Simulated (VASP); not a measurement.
Crystal: Ga.

```
Ga
1.0
     2.71648    0.00000    0.00000
     0.00000    2.71648    0.00000
     0.00000    0.00000    2.71648
Ga
1
Direct
  0.00000 0.00000 0.00000
```

- Program: VASP 6.6.1
- Task: relaxation of cell and atoms
- Functional: PBEsol
- Dispersion: D4
- Potentials or basis: VASP PAW PBE potentials, release 64 (Ga_d)
- Cutoff: 600 eV
- k mesh: 10 × 10 × 10
- Occupations: fermi-dirac, width 0.05 eV
- Spin: no spin polarisation

At the start: pressure -5.2 GPa; volume 20.05 Å³/atom.

Problem. How do energy, volume and symmetry change on relaxing?

Solution. Over 3 steps the energy falls by 37.2 meV/atom and the volume is 18.05 Å³/atom (-10.0 %); space group Pm-3m (No. 221, to 0.05 Å).

The path:
| step | energy change (eV) | largest force (eV/Å) | pressure (GPa) | volume (Å³) |
| --- | --- | --- | --- | --- |
| 1 | 0.0000 | 0.0000 | -5.17 | 20.05 |
| 2 | -0.0368 | 0.0000 | -0.69 | 18.23 |
| 3 | -0.0372 | 0.0000 | 0.02 | 18.05 |

Final structure:
```
CELL_PARAMETERS angstrom
2.62309 0.00000 0.00000
0.00000 2.62309 0.00000
0.00000 0.00000 2.62309
ATOMIC_POSITIONS crystal
Ga 0.00000 0.00000 0.00000
```

Caveat: the PAW data sets were made with another functional, which shifts forces and pressure a little; pairwise dispersion overbinds metals, which lowers pressure and volume.
